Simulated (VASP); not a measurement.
# PbSe (Fm-3m) in VASP: further runs

Aim: see how the results for PbSe move with the level of theory and the settings. Levels: PBEsol, HSE06. Tasks: single point.

Program: VASP 6.6.1. These are calculated values, not measurements. Logs are shortened: lines on timing, memory, paths and dates and some standing lists are left out, and cuts for length are marked.

**1. The cell of the first run**

Symmetry: Fm-3m, No. 225, cubic system. Conventional cell: a = 6.177 Å, b = 6.177 Å, c = 6.177 Å, α = 90.00°, β = 90.00°, γ = 90.00°. Pb (site symmetry m-3m) has 6 Se at 3.09 Å within 4.1 Å. Se (site symmetry m-3m) has 6 Pb at 3.09 Å within 4.1 Å.

**2. Single point, PBEsol**

Contents of INCAR:

```
SYSTEM = PbSe
ALGO     = Normal         ! electronic algorithm
EDIFF    = 1E-6           ! SCF threshold, eV
ENCUT    = 520            ! plane-wave cutoff, eV
GGA      = PS             ! functional
ISIF     = 2              ! what is computed and relaxed
ISMEAR   = 0              ! smearing method
LASPH    = .TRUE.         ! aspherical terms in the spheres
LCHARG   = .TRUE.         ! write CHGCAR
LELF     = .TRUE.         ! ELF
LREAL    = .FALSE.        ! projectors in reciprocal space
LVHAR    = .TRUE.       
LWAVE    = .FALSE.        ! write WAVECAR
NBANDS   = 17             ! bands
NELM     = 100            ! most SCF steps
PREC     = Accurate       ! precision mode
SIGMA    = 0.01           ! smearing width, eV
```

Contents of KPOINTS:

```
k-points
0
G
  6 6 6
  0 0 0
```

Contents of POSCAR:

```
PbSe
1.0
    0.0000000000      3.0887022180      3.0887022180
    3.0887022180      0.0000000000      3.0887022180
    3.0887022180      3.0887022180      0.0000000000
Pb Se
1 1
Direct
    0.0000000000      0.0000000000      0.0000000000
    0.5000000000      0.5000000000      0.5000000000
```

Potentials or basis: VASP PAW PBE potentials, release 64 (Pb_d, Se).

The run is started by

```sh
$ cat potpaw_PBE.64/Pb_d/POTCAR potpaw_PBE.64/Se/POTCAR > POTCAR
$ mpirun -np 1 vasp_std > vasp.out
```

OUTCAR:

```text
SYSTEM = PbSe
   EDIFF = 1E-6
   ENCUT = 520
   GGA = PS
   ISIF = 2
   ISMEAR = 0
   LASPH = .TRUE.
   LREAL = .FALSE.
   NELM = 100
   PREC = Accurate

 ion  position               nearest neighbor table
   1  0.000  0.000  0.000-   2 3.09   2 3.09   2 3.09   2 3.09   2 3.09   2 3.09
   2  0.500  0.500  0.500-   1 3.09   1 3.09   1 3.09   1 3.09   1 3.09   1 3.09

  LATTYP: Found a face centered cubic cell.
 ALAT       =     6.1774044360

  Lattice vectors:

 A1 = (   0.0000000000,   3.0887022180,   3.0887022180)
 A2 = (   3.0887022180,   0.0000000000,   3.0887022180)
 A3 = (   3.0887022180,   3.0887022180,   0.0000000000)

Analysis of symmetry for initial positions (statically):
=====================================================================
 Subroutine PRICEL returns:
 Original cell was already a primitive cell.

 Routine SETGRP: Setting up the symmetry group for a
 face centered cubic supercell.

 Subroutine GETGRP returns: Found 48 space group operations
 (whereof 48 operations were pure point group operations)
 out of a pool of 48 trial point group operations.

The static configuration has the point symmetry O_h .

Analysis of symmetry for dynamics (positions and initial velocities):
=====================================================================
 Subroutine PRICEL returns:
 Original cell was already a primitive cell.

 Routine SETGRP: Setting up the symmetry group for a
 face centered cubic supercell.

 Subroutine GETGRP returns: Found 48 space group operations
 (whereof 48 operations were pure point group operations)
 out of a pool of 48 trial point group operations.

The dynamic configuration has the point symmetry O_h .

 Subroutine INISYM returns: Found 48 space group operations
 (whereof 48 operations are pure point group operations),
 and found     1 'primitive' translations

----------------------------------------------------------------------------------------

                                     Primitive cell

  volume of cell :      58.9329

  direct lattice vectors                    reciprocal lattice vectors
     0.000000000  3.088702218  3.088702218    -0.161880287  0.161880287  0.161880287
     3.088702218  0.000000000  3.088702218     0.161880287 -0.161880287  0.161880287
     3.088702218  3.088702218  0.000000000     0.161880287  0.161880287 -0.161880287

  length of vectors
     4.368084567  4.368084567  4.368084567     0.280384881  0.280384881  0.280384881

  position of ions in fractional coordinates (direct lattice)
     0.000000000  0.000000000  0.000000000
     0.500000000  0.500000000  0.500000000

  ion indices of the primitive-cell ions
[... 66 lines left out ...]
   EDIFF  = 0.1E-05   stopping-criterion for ELM
   LREAL  =      F    real-space projection
   EDIFFG = 0.1E-04   stopping-criterion for IOM
   NSW    =      0    number of steps for IOM
   IBRION =     -1    ionic relax: 0-MD 1-quasi-New 2-CG
   NFREE  =      0    steps in history (QN), initial steepest desc. (CG)
   ISIF   =      2    stress and relaxation
   ISYM   =      2    0-nonsym 1-usesym 2-fastsym
   POTIM  = 0.5000    time-step for ionic-motion
   TEBEG  =    0.0;   TEEND  =   0.0 temperature during run
   PSTRESS=    0.0 pullay stress
   NELECT =      20.0000    total number of electrons
   NUPDOWN=      -1.0000    fix difference up-down
   EMIN   =  10.00;   EMAX   =-10.00  energy-range for DOS
   EFERMI =   0.00;   METHOD = LEGACY
   ISMEAR =     0;   SIGMA  =   0.01  broadening in eV -4-tet -1-fermi 0-gaus
   EFERMI_NEDOS =   21; number of points for ismear=-14 and -15
   IALGO  =     38    algorithm
   IMIX   =      4    mixing-type and parameters
     AMIX     =   0.40;   BMIX     =  1.00
     AMIX_MAG =   1.60;   BMIX_MAG =  1.00
  volume/ion in A,a.u.               =      29.47       198.85
  Fermi-wavevector in a.u.,A,eV,Ry     =   1.141911  2.157898 17.741452  1.303960
  Thomas-Fermi vector in A             =   2.278610
   LORBIT       =      0    0 simple, 1 ext, 2 COOP (PROOUT), +10 PAW based schemes
   GGA     = PS    functional components
   LHFCALC =     F    Hartree Fock is set to
   AEXX    =    0.0000 exact exchange contribution
   IVDW    =     0    specifies the selected vdW correction
   LEPSILON=     F    determine dielectric tensor
   LRPA    =     F    only Hartree local field effects (RPA)
 non-spin polarized calculation
 Gauss-broadening in eV      SIGMA  =   0.01
  energy-cutoff  :      520.00
  volume of cell :       58.93
 maximum number of plane-waves:      1600
   NGX = 17   NGY = 17   NGZ = 17

 number of electron      19.9999993 magnetization

 Free energy of the ion-electron system (eV)
  ---------------------------------------------------
  ext. energy  EPLUGINS =         0.00000000
  ---------------------------------------------------
  free energy    TOTEN  =        -8.90877770 eV

  energy without entropy =       -8.90877770  energy(sigma->0) =       -8.90877770

 E-fermi :   4.6690     XC(G=0):  -9.5952

 val. band max:        4.5521044243   @ k =   0.5000   0.0000   0.0000
 cond. band min:       4.8449321730   @ k =   0.5000   0.0000   0.0000
 fundamental gap:      0.2928277487
 Fermi energy:         4.6690349784

 k-point     1 :       0.0000    0.0000    0.0000
  band No.  band energies     occupation
      1     -12.1253      2.00000
      2     -12.1253      2.00000
      3     -12.1253      2.00000
      4     -12.1225      2.00000
      5     -12.1225      2.00000
      6      -8.8042      2.00000
[... 297 lines left out ...]
      4     -12.0992      2.00000
      5     -12.0842      2.00000
      6      -7.4344      2.00000
[... 9 lines left out ...]
     16      16.0830      0.00000
     17      17.2026      0.00000

------------------------ aborting loop because EDIFF is reached ----------------------------------------

  FORCE on cell =-STRESS in cart. coord.  units (eV):
  Direction    XX          YY          ZZ          XY          YZ          ZX
  --------------------------------------------------------------------------------------
  -------------------------------------------------------------------------------------
  Total       -0.6867575     -0.6867575     -0.6867575      0.0000000      0.0000000      0.0000000
  in kB      -18.6704968    -18.6704968    -18.6704968      0.0000000      0.0000000      0.0000000
  external PRESSURE =     -18.6704968 kB  Pullay stress =       0.0000000 kB

 VOLUME and BASIS-vectors are now :
 -----------------------------------------------------------------------------
  energy-cutoff  :      520.00
  volume of cell :       58.93
      direct lattice vectors                 reciprocal lattice vectors
     0.000000000  3.088702218  3.088702218    -0.161880287  0.161880287  0.161880287
     3.088702218  0.000000000  3.088702218     0.161880287 -0.161880287  0.161880287
     3.088702218  3.088702218  0.000000000     0.161880287  0.161880287 -0.161880287

 POSITION                                       TOTAL-FORCE (eV/Angst)
 -----------------------------------------------------------------------------------
      0.00000      0.00000      0.00000         0.000000      0.000000     -0.000000
      3.08870      3.08870      3.08870         0.000000      0.000000      0.000000
 -----------------------------------------------------------------------------------
    total drift:                                0.000000     -0.000000     -0.000000

  FREE ENERGIE OF THE ION-ELECTRON SYSTEM (eV)
  ---------------------------------------------------
  free  energy   TOTEN  =        -8.9087776951 eV

  energy  without entropy=       -8.9087776951  energy(sigma->0) =       -8.90877770
```

stdout:

```text
POSCAR found type information on POSCAR PbSe
 POSCAR found :  2 types and       2 ions
 scaLAPACK will be used
 -----------------------------------------------------------------------------
|                                                                             |
|                                                                             |
|     You enforced a specific xc type in the INCAR file but a different       |
|     I HOPE YOU KNOW WHAT YOU ARE DOING!                                     |
|                                                                             |
 -----------------------------------------------------------------------------

 LDA part: xc-table for (Slater+PW92), standard interpolation
 POSCAR, INCAR and KPOINTS ok, starting setup
 FFT: planning ... GRIDC
 FFT: planning ... GRID_SOFT
 FFT: planning ... GRID
 WAVECAR not read
 entering main loop
```

Wall time 15 s (1 thread of AMD EPYC 7R13, shared host); peak memory 0.15 GiB.

What came out:

```yaml
Free_energy: -8.9088 eV
Pressure: -1.9 GPa
Band_gap_on_the_k_mesh: 0.29 eV
```

Caveat: the PAW data sets were made with another functional, which shifts forces and pressure a little; spin-orbit coupling is left out, which moves the levels of the heavy elements. A k mesh can miss the band edges.

**3. Single point, HSE06**

POSCAR is that of step 2.

Contents of INCAR.step1:

```
  PREC = Accurate
  ENCUT = 520
  EDIFF = 1E-5
  ISMEAR = 0
  SIGMA = 0.01
  LREAL = False
  LASPH = True
  NELM = 80
  ALGO = Normal
  ISIF = 2
  LWAVE = True
  NBANDS = 17
  GGA = PE
```

Contents of INCAR.step2:

```
  PREC = Accurate
  ENCUT = 520
  EDIFF = 1E-7
  ISMEAR = 0
  SIGMA = 0.01
  LREAL = False
  LASPH = True
  NELM = 80
  ALGO = Normal
  ISIF = 2
  LWAVE = False
  LCHARG = True
  GGA = PE
  LHFCALC = True
  HFSCREEN = 0.2079
  PRECFOCK = Normal
  LELF = True
  LVHAR = True
  NBANDS = 17
  ISTART = 1
```

Contents of KPOINTS:

```
regular mesh
0
Gamma
  4 4 4
```

Potentials or basis: VASP PAW PBE potentials, release 64 (Pb_d, Se).

The run is started by

```sh
$ cat potpaw_PBE.64/Pb_d/POTCAR potpaw_PBE.64/Se/POTCAR > POTCAR
$ cp INCAR.step1 INCAR
$ mpirun -np 1 vasp_std > vasp.out
$ cp INCAR.step2 INCAR
$ mpirun -np 1 vasp_std > vasp.out
```

Run time: 15 min. Hardware: 1 thread of AMD EPYC 7R13, shared host; peak memory 0.27 GiB.

The run converged. Its results:

- Free energy: -9.7271 eV
- Pressure: -0.2 GPa
- Band gap on the k mesh: 0.81 eV

Levels at points of the mesh, in eV from the valence-band top:
```tsv
k point	band 7	band 8	band 9	band 10	band 11	band 12	band 13	band 14
(0.00, 0.00, 0.00)	-6.67	-2.03	-2.03	-2.03	5.45	5.45	5.45	7.24
(0.50, 0.00, 0.00)	-9.42	-1.63	-1.63	0.00	0.81	2.26	2.26	9.32
(0.50, 0.50, 0.00)	-7.83	-5.33	-3.46	-3.46	4.30	6.38	6.38	6.83
```

Caveat: the k points lie up to 0.44 Å⁻¹ apart; the PAW data sets were made with another functional, which shifts forces and pressure a little; spin-orbit coupling is left out, which moves the levels of the heavy elements. A k mesh can miss the band edges.
